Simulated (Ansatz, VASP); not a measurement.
**GaP in VASP and in Ansatz**

```
CELL_PARAMETERS angstrom
0.00000 2.69565 2.69565
2.69565 0.00000 2.69565
2.69565 2.69565 0.00000
ATOMIC_POSITIONS crystal
Ga 0.00000 0.00000 0.00000
P 0.75000 0.75000 0.75000
```

Alike in both runs: functional LDA; k mesh 8 × 8 × 8; no spin polarisation.

Ansatz relaxed the structure, and its values are those at the end. VASP's run is a single point on that final structure, the one shown.

```csv
,VASP,Ansatz
version,VASP 6.6.1,Ansatz 0.2.0
potentials or method,"VASP PAW LDA potentials, release 64 (Ga_d, P), cutoff 520 eV","scalar-relativistic, plane waves, PAW"
occupations,"gaussian, width 0.01 eV",fixed
valence electrons in the cell,18,18
```

|  | VASP | Ansatz | Ansatz less VASP |
| --- | --- | --- | --- |
| gap on the k mesh at the Fermi level (eV) | 1.43 | 1.43 | +0.001 |
| least direct gap on the mesh (eV) | 1.91 | 1.88 | -0.029 |
| pressure (GPa) | 0.1 | 0.0 | -0.08 |

LDA's correlation is that of Perdew and Zunger in VASP and of Perdew and Wang (1992) in Ansatz.
